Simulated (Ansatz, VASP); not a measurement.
One calculation of Al5GaN6, two programs

The input INCAR:

```
PREC = Accurate
ENCUT = 600
EDIFF = 1E-7
ISMEAR = 0
SIGMA = 0.02
LREAL = False
LASPH = True
NELM = 100
ALGO = Normal
ISIF = 3
LWAVE = False
LCHARG = False
GGA = PE
IBRION = 2
NSW = 100
EDIFFG = -0.01
```

KPOINTS

```
regular mesh
0
Gamma
  12 12 2
```

The input POSCAR:

```
Al5GaN6
1.0
    2.9016782789      0.0000000000      0.0000000000
   -1.4508391394      2.5129271031      0.0000000000
    0.0000000000      0.0000000000     14.2254999648
Al Ga N
5 1 6
Direct
    0.3333333333      0.6666666667      0.8350074997
    0.6666666667      0.3333333333      0.6699970336
    0.3333333333      0.6666666667      0.3300029664
    0.6666666667      0.3333333333      0.1649925003
    0.0000000000      0.0000000000      0.0000000000
    0.0000000000      0.0000000000      0.5000000000
    0.6666666667      0.3333333333      0.9175102970
    0.0000000000      0.0000000000      0.7525591861
    0.3333333333      0.6666666667      0.5889522165
    0.6666666667      0.3333333333      0.4110477835
    0.0000000000      0.0000000000      0.2474408139
    0.3333333333      0.6666666667      0.0824897030
```

Input for Ansatz:

```yaml
crystal:
  lattice:
    - [2.9016782789, 0.0, 0.0]
    - [-1.4508391394, 2.5129271031, 0.0]
    - [0.0, 0.0, 14.2254999648]
  atoms:
    - { symbol: Al, position: [0.3333333333, 0.6666666667, 0.8350074997] }
    - { symbol: Al, position: [0.6666666667, 0.3333333333, 0.6699970336] }
    - { symbol: Al, position: [0.3333333333, 0.6666666667, 0.3300029664] }
    - { symbol: Al, position: [0.6666666667, 0.3333333333, 0.1649925003] }
    - { symbol: Al, position: [0.0, 0.0, 0.0] }
    - { symbol: Ga, position: [0.0, 0.0, 0.5] }
    - { symbol: "N", position: [0.6666666667, 0.3333333333, 0.917510297] }
    - { symbol: "N", position: [0.0, 0.0, 0.7525591861] }
    - { symbol: "N", position: [0.3333333333, 0.6666666667, 0.5889522165] }
    - { symbol: "N", position: [0.6666666667, 0.3333333333, 0.4110477835] }
    - { symbol: "N", position: [0.0, 0.0, 0.2474408139] }
    - { symbol: "N", position: [0.3333333333, 0.6666666667, 0.082489703] }
basis:
  ecutwfc: 420
kpoints:
  mp_grid: { grid: [12, 12, 2] }
hamiltonian:
  xc: pbe
scf:
  occupations: { method: gaussian, width: 0.02 }
output:
  forces: true
  stress: true
  eigenvalues: true
relax:
  adjacent_minimum: "off"
  f_tol: 0.01
  max_steps: 80
  cell: { stress_tol: 0.05 }
```

Alike in both runs: task relaxation of cell and atoms; functional PBE; k mesh 12 × 12 × 2; occupations gaussian, width 0.02 eV; no spin polarisation.

```csv
,VASP,Ansatz
version,VASP 6.6.1,Ansatz 0.2.0
potentials or method,"VASP PAW PBE potentials, release 64 (Al, Ga_d, N), cutoff 600 eV","scalar-relativistic, plane waves, PAW"
valence electrons in the cell,58,58
```

```tsv
	VASP	Ansatz	Ansatz less VASP
gap on the k mesh at the Fermi level, each at its own relaxed structure (eV)	3.11	3.13	+0.018
relaxed volume (Å³/atom)	8.64	8.64	+0.007
relaxed length of the cell vector where the two differ most in proportion (Å)	14.224	14.228	+0.0044
```
